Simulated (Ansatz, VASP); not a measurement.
# Two plane-wave programs on VO2

```
CELL_PARAMETERS angstrom
4.55460 0.00000 0.00000
0.00000 4.55460 0.00000
0.00000 0.00000 2.76722
ATOMIC_POSITIONS crystal
V 0.00000 0.00000 0.00000
V 0.50000 0.50000 0.50000
O 0.29775 0.29775 0.00000
O 0.20225 0.79775 0.50000
O 0.70225 0.70225 0.00000
O 0.79775 0.20225 0.50000
```

Change from the starting cell: z stretched by -3 %, ions relaxed.

Alike in both runs: functional PBE; k mesh 10 × 10 × 16; occupations fermi-dirac, width 0.05 eV; collinear spin.

Ansatz relaxed the structure, and its values are those at the end. VASP's run is a single point on that final structure, the one shown.

```csv
,VASP,Ansatz
version,VASP 6.6.1,Ansatz 0.2.0
potentials or method,"VASP PAW PBE potentials, release 64 (V_sv, O)","plane-wave PAW, scalar-relativistic"
plane-wave cutoff (eV),600,420
valence electrons in the cell,50,50
```

```tsv
	VASP	Ansatz	Ansatz less VASP
pressure (GPa)	10.5	9.7	-0.81
rms of the force components (eV/Å)	0.017	0.001	-0.0156
net moment per atom (μB)	0.33	0.33	0.000
size of the moment on the site where the two differ most (μB)	1.01	0.79	-0.218
```

Site moments also hang on the region over which each program counts them. Ansatz's warnings: stress scf threshold loose.
